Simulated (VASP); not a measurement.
A run of VASP 6.6.1 is set up as follows.

INCAR

```
ALGO = Normal ; EDIFF = 1E-7
ENCUT = 520 ; GGA = PE
ISIF = 2 ; ISMEAR = 0
LASPH = True ; LCHARG = False
LREAL = False ; LWAVE = False
NBANDS = 26 ; NELM = 80
PREC = Accurate ; SIGMA = 0.1
```

KPOINTS

```
k-points
0
Gamma
  4 4 4
```

File POSCAR:

```
LaTe4
1.0
    0.0000000000      4.5655581777      4.5655581777
    4.5655581777      0.0000000000      4.5655581777
    4.5655581777      4.5655581777      0.0000000000
La Te
1 4
Direct
    0.5000000000      0.5000000000      0.5000000000
    0.1252496163      0.1252496163      0.1252496163
    0.1252496163      0.1252496163      0.6242511510
    0.1252496163      0.6242511510      0.1252496163
    0.6242511510      0.1252496163      0.1252496163
```

Potentials or basis: VASP PAW PBE potentials, release 64 (La, Te).

The run is started by

```bash
$ cat potpaw_PBE.64/La/POTCAR potpaw_PBE.64/Te/POTCAR > POTCAR
$ mpirun -np 1 vasp_std > vasp.out
```

Task: Estimate the largest force.

Result: 0.007 eV/Å.

Task: What does it give for the pressure?

Result: 0.0 GPa.

Forces on the atoms (eV/Å):
```
La   0.000  0.000  0.000
Te   0.004  0.004  0.004
Te  -0.004 -0.004  0.004
Te  -0.004  0.004 -0.004
Te   0.004 -0.004 -0.004
```
